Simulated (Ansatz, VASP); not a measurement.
One calculation of ZrS, two programs

```
Zr S
1.0
     0.00000    2.62500    2.62500
     2.62500    0.00000    2.62500
     2.62500    2.62500    0.00000
Zr S
1 1
Direct
  0.00000 0.00000 0.00000
  0.50000 0.50000 0.50000
```

Alike in both runs: task single point; functional PBEsol; k mesh 14 × 14 × 14; occupations fermi-dirac, width 0.01 eV; no spin polarisation.

|  | VASP | Ansatz |
| --- | --- | --- |
| version | VASP 6.6.1 | Ansatz 0.2.0 |
| potentials or method | VASP PAW PBE potentials, release 64 (Zr_sv, S), cutoff 520 eV | scalar-relativistic, plane waves, PAW |
| valence electrons in the cell | 18 | 18 |

```tsv
	VASP	Ansatz	Ansatz less VASP
gap on the k mesh at the Fermi level (eV)	none	none	-
pressure (GPa)	-6.3	-6.5	-0.20
```

VASP's potentials were made for PBE, not for PBEsol. A gap of «none» marks a metal or a gap that the smearing closes.
